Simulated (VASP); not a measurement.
# TiO2 (P3_121) in VASP: settings compared

The runs below take TiO2 through single point, with RPBE+D4, r2SCAN+rVV10.

All numbers are computed with VASP 6.6.1; they aren't measurements. Logs are shortened: lines on timing, memory, paths and dates and some standing lists are left out, and cuts for length are marked.

## 1. The cell of the first run

It takes space group P3_121 (No. 152, trigonal). The conventional cell has a = 5.658 Å, b = 5.658 Å, c = 6.177 Å, α = 90.00°, β = 90.00°, γ = 120.00°. Ti (site symmetry 2) has 4 O at 1.82 Å within 2.4 Å. Within 2.4 Å of O (site symmetry 1) lie 2 Ti at 1.82 Å.

## 2. Single point, RPBE+D4

Input file INCAR:

```
SYSTEM = TiO2
  ALGO = Normal
  EDIFF = 1E-7
  ENCUT = 520
  GGA = RP
  ISIF = 2
  ISMEAR = -1
  IVDW = 13
  LASPH = .TRUE.
  LCHARG = .TRUE.
  LELF = .TRUE.
  LREAL = .FALSE.
  LVHAR = .TRUE.
  LWAVE = .FALSE.
  NBANDS = 46
  NELM = 60
  PREC = Accurate
  SIGMA = 0.05
```

Input file KPOINTS:

```
k-points
0
G
  6 6 5
  0 0 0
```

Input file POSCAR:

```
TiO2
1.0
    5.6577246629      0.0000000000      0.0000000000
   -2.8288623315      4.8997332856      0.0000000000
    0.0000000000      0.0000000000      6.1773953875
Ti O
3 6
Direct
    0.4702904172      0.0000000000      0.3333333333
    0.0000000000      0.4702904172      0.6666666667
    0.5297095828      0.5297095828      0.0000000000
    0.5773963420      0.8405566495      0.1287472048
    0.7368396925      0.1594433505      0.5379194618
    0.2631603075      0.4226036580      0.7954138715
    0.8405566495      0.5773963420      0.8712527952
    0.1594433505      0.7368396925      0.4620805382
    0.4226036580      0.2631603075      0.2045861285
```

Potentials or basis: VASP PAW PBE potentials, release 64 (Ti_sv, O).

Started as:

```
$ cat potpaw_PBE.64/Ti_sv/POTCAR potpaw_PBE.64/O/POTCAR > POTCAR
$ mpirun -np 1 vasp_std > vasp.out
```

OUTCAR:

```text
SYSTEM = TiO2
   EDIFF = 1E-7
   ENCUT = 520
   GGA = RP
   ISIF = 2
   ISMEAR = -1
   IVDW = 13
   LASPH = .TRUE.
   LREAL = .FALSE.
   NELM = 60
   PREC = Accurate

 ion  position               nearest neighbor table
   1  0.470  0.000  0.333-   9 1.82   8 1.82   5 1.82   4 1.82
   2  0.000  0.470  0.667-   6 1.82   5 1.82   8 1.82   7 1.82
   3  0.530  0.530  0.000-   4 1.82   7 1.82   9 1.82   6 1.82
   4  0.577  0.841  0.129-   3 1.82   1 1.82
   5  0.737  0.159  0.538-   2 1.82   1 1.82
   6  0.263  0.423  0.795-   2 1.82   3 1.82
   7  0.841  0.577  0.871-   3 1.82   2 1.82
   8  0.159  0.737  0.462-   1 1.82   2 1.82
   9  0.423  0.263  0.205-   1 1.82   3 1.82

  LATTYP: Found a hexagonal cell.
 ALAT       =     5.6577246629
 C/A-ratio  =     1.0918515403

  Lattice vectors:

 A1 = (   5.6577246629,   0.0000000000,   0.0000000000)
 A2 = (  -2.8288623315,   4.8997332856,   0.0000000000)
 A3 = (   0.0000000000,   0.0000000000,   6.1773953875)

Analysis of symmetry for initial positions (statically):
=====================================================================
 Subroutine PRICEL returns:
 Original cell was already a primitive cell.

 Routine SETGRP: Setting up the symmetry group for a
 hexagonal supercell.

 Subroutine GETGRP returns: Found  6 space group operations
 (whereof  2 operations were pure point group operations)
 out of a pool of 24 trial point group operations.

The static configuration has the point symmetry C_2 .
 The point group associated with its full space group is D_3 .

Analysis of symmetry for dynamics (positions and initial velocities):
=====================================================================
 Subroutine PRICEL returns:
 Original cell was already a primitive cell.

 Routine SETGRP: Setting up the symmetry group for a
 hexagonal supercell.

 Subroutine GETGRP returns: Found  6 space group operations
 (whereof  2 operations were pure point group operations)
 out of a pool of 24 trial point group operations.

The dynamic configuration has the point symmetry C_2 .
 The point group associated with its full space group is D_3 .

 Subroutine INISYM returns: Found  6 space group operations
 (whereof  2 operations are pure point group operations),
 and found     1 'primitive' translations

----------------------------------------------------------------------------------------

                                     Primitive cell

  volume of cell :     171.2457

[... 108 lines left out ...]
   ISIF   =      2    stress and relaxation
   ISYM   =      2    0-nonsym 1-usesym 2-fastsym
   POTIM  = 0.5000    time-step for ionic-motion
   TEBEG  =    0.0;   TEEND  =   0.0 temperature during run
   PSTRESS=    0.0 pullay stress
   NELECT =      72.0000    total number of electrons
   NUPDOWN=      -1.0000    fix difference up-down
   EMIN   =  10.00;   EMAX   =-10.00  energy-range for DOS
   EFERMI =   0.00;   METHOD = LEGACY
   ISMEAR =    -1;   SIGMA  =   0.05  broadening in eV -4-tet -1-fermi 0-gaus
   EFERMI_NEDOS =   21; number of points for ismear=-14 and -15
   IALGO  =     38    algorithm
   IMIX   =      4    mixing-type and parameters
     AMIX     =   0.40;   BMIX     =  1.00
     AMIX_MAG =   1.60;   BMIX_MAG =  1.00
  volume/ion in A,a.u.               =      19.03       128.40
  Fermi-wavevector in a.u.,A,eV,Ry     =   1.226439  2.317633 20.465223  1.504151
  Thomas-Fermi vector in A             =   2.361439
   LORBIT       =      0    0 simple, 1 ext, 2 COOP (PROOUT), +10 PAW based schemes
   GGA     = RP    functional components
   LHFCALC =     F    Hartree Fock is set to
   AEXX    =    0.0000 exact exchange contribution
   IVDW    =    13    specifies the selected vdW correction
   LEPSILON=     F    determine dielectric tensor
   LRPA    =     F    only Hartree local field effects (RPA)
 non-spin polarized calculation
  energy-cutoff  :      520.00
  volume of cell :      171.25
 maximum number of plane-waves:      4644
   NGX = 21   NGY = 21   NGZ = 23

 number of electron      71.9999989 magnetization

 Free energy of the ion-electron system (eV)
  ---------------------------------------------------
  ext. energy  EPLUGINS =         0.00000000
  ---------------------------------------------------
  free energy    TOTEN  =       -77.67373935 eV

  energy without entropy =      -77.67373935  energy(sigma->0) =      -77.67373935

 E-fermi :   0.1382     XC(G=0):  -7.4794

 val. band max:       -1.0937004116   @ k =   0.1667  -0.0000   0.4000
 cond. band min:       2.4305230985   @ k =   0.0000   0.0000   0.0000
 fundamental gap:      3.5242235101
 Fermi energy:         0.1381965632

 k-point     1 :       0.0000    0.0000    0.0000
  band No.  band energies     occupation
      1     -56.6201      2.00000
      2     -56.6098      2.00000
      3     -56.6098      2.00000
      4     -32.9663      2.00000
      5     -32.9446      2.00000
      6     -32.9446      2.00000
[... 1165 lines left out ...]
     45       4.5862      0.00000
     46       5.1586      0.00000

 [... further k-points ...]

------------------------ aborting loop because EDIFF is reached ----------------------------------------

  DFT-D4 for vdW energy calculation

  Edisp (eV):   -2.73560

  FORCE on cell =-STRESS in cart. coord.  units (eV):
  Direction    XX          YY          ZZ          XY          YZ          ZX
  --------------------------------------------------------------------------------------
  -------------------------------------------------------------------------------------
  Total       0.34999     0.34999     0.35013    -0.00000     0.00000     0.00000
  in kB       3.27454     3.27454     3.27585    -0.00000     0.00000     0.00000
  external pressure =        3.27 kB  Pullay stress =        0.00 kB

 VOLUME and BASIS-vectors are now :
 -----------------------------------------------------------------------------
  energy-cutoff  :      520.00
  volume of cell :      171.25
      direct lattice vectors                 reciprocal lattice vectors
     5.657724663  0.000000000  0.000000000     0.176749499  0.102046371  0.000000000
    -2.828862331  4.899733286  0.000000000     0.000000000  0.204092742  0.000000000
     0.000000000  0.000000000  6.177395387     0.000000000  0.000000000  0.161880524

 POSITION                                       TOTAL-FORCE (eV/Angst)
 -----------------------------------------------------------------------------------
      2.66077      0.00000      2.05913        -0.005009      0.000000      0.000000
     -1.33039      2.30430      4.11826         0.002505     -0.004338      0.000000
      1.49848      2.59544      0.00000         0.002505      0.004338      0.000000
      0.88893      4.11850      0.79532         0.010518      0.021381     -0.011288
      3.71779      0.78123      3.32294         0.010518     -0.021381      0.011288
      0.29340      2.07065      4.91359         0.013258     -0.019799     -0.011288
      3.12226      2.82909      5.38207         0.013258      0.019799      0.011288
     -1.18233      3.61032      2.85445        -0.023776     -0.001582     -0.011288
      1.64653      1.28942      1.26381        -0.023776      0.001582      0.011288
 -----------------------------------------------------------------------------------
    total drift:                                0.000002      0.000002     -0.000001

  FREE ENERGIE OF THE ION-ELECTRON SYSTEM (eV)
  ---------------------------------------------------
  free  energy   TOTEN  =       -80.4093368895 eV

  energy  without entropy=      -80.4093368895  energy(sigma->0) =      -80.40933689
```

OSZICAR:

```text
N       E                     dE             d eps       ncg     rms          rms(c)
DAV:   1     0.102707376241E+04    0.10271E+04   -0.36621E+04  2588   0.165E+03
DAV:   2     0.659118347807E+02   -0.96116E+03   -0.92344E+03  3006   0.504E+02
DAV:   3    -0.890187285249E+02   -0.15493E+03   -0.15401E+03  3310   0.200E+02
DAV:   4    -0.101641503999E+03   -0.12623E+02   -0.12607E+02  4208   0.542E+01
DAV:   5    -0.102424583827E+03   -0.78308E+00   -0.78287E+00  3602   0.958E+00    0.423E+01
DAV:   6    -0.781511613525E+02    0.24273E+02   -0.18373E+02  3884   0.991E+01    0.174E+01
DAV:   7    -0.778140022494E+02    0.33716E+00   -0.43033E+01  3640   0.400E+01    0.118E+01
DAV:   8    -0.776560485177E+02    0.15795E+00   -0.43954E+00  3306   0.170E+01    0.346E+00
DAV:   9    -0.776666598561E+02   -0.10611E-01   -0.67220E-01  3836   0.538E+00    0.135E+00
DAV:  10    -0.776735524985E+02   -0.68926E-02   -0.12698E-01  3298   0.281E+00    0.544E-01
DAV:  11    -0.776732967893E+02    0.25571E-03   -0.11080E-02  2936   0.808E-01    0.138E-01
DAV:  12    -0.776738108944E+02   -0.51411E-03   -0.22590E-03  3158   0.316E-01    0.119E-01
DAV:  13    -0.776737295534E+02    0.81341E-04   -0.62362E-04  3288   0.197E-01    0.105E-02
DAV:  14    -0.776737370094E+02   -0.74560E-05   -0.26090E-05  3760   0.289E-02    0.317E-03
DAV:  15    -0.776737393931E+02   -0.23837E-05   -0.25329E-06  2904   0.959E-03    0.111E-03
DAV:  16    -0.776737391554E+02    0.23769E-06   -0.49276E-07  2962   0.356E-03    0.114E-03
DAV:  17    -0.776737392888E+02   -0.13336E-06   -0.98236E-08  1728   0.179E-03    0.776E-04
DAV:  18    -0.776737393454E+02   -0.56662E-07   -0.45340E-08  1716   0.213E-03
   1 F= -.80409337E+02 E0= -.80409337E+02  d E =-.135006E-10
```

stdout:

```text
POSCAR found type information on POSCAR TiO
 POSCAR found :  2 types and       9 ions
 scaLAPACK will be used
 -----------------------------------------------------------------------------
|                                                                             |
|                                                                             |
|     You enforced a specific xc type in the INCAR file but a different       |
|     I HOPE YOU KNOW WHAT YOU ARE DOING!                                     |
|                                                                             |
 -----------------------------------------------------------------------------

 LDA part: xc-table for (Slater+PW92), standard interpolation
 POSCAR, INCAR and KPOINTS ok, starting setup
 FFT: planning ... GRIDC
 FFT: planning ... GRID_SOFT
 FFT: planning ... GRID
 WAVECAR not read
 entering main loop
```

It took 5.5 min on 1 thread of AMD EPYC 7R43 (Zen 3), shared host; peak memory 0.33 GiB.

What came out:

- Free energy: -80.4093 eV
- Pressure: 0.3 GPa
- Largest force: 0.026 eV/Å
- Band gap on the k mesh: 3.52 eV, indirect (least direct gap 3.54 eV)
- Dispersion energy per atom: -0.304 eV

Forces in eV/Å, atoms in the order of the input:
```
Ti  -0.005  0.000  0.000
Ti   0.003 -0.004  0.000
Ti   0.003  0.004  0.000
O    0.011  0.021 -0.011
O    0.011 -0.021  0.011
O    0.013 -0.020 -0.011
O    0.013  0.020  0.011
O   -0.024 -0.002 -0.011
O   -0.024  0.002  0.011
```

Levels at points of the mesh, in eV from the valence-band top:
| k point | band 33 | band 34 | band 35 | band 36 | band 37 | band 38 | band 39 | band 40 |
| --- | --- | --- | --- | --- | --- | --- | --- | --- |
| (0.00, 0.00, 0.00) | -0.79 | -0.27 | -0.27 | -0.24 | 3.52 | 4.13 | 4.13 | 4.57 |
| (0.50, 0.00, 0.00) | -0.78 | -0.77 | -0.16 | -0.01 | 3.79 | 3.80 | 4.10 | 4.73 |

Caveat: the PAW data sets were made with another functional, which shifts forces and pressure a little.

(Continued in part 2 of 2.)
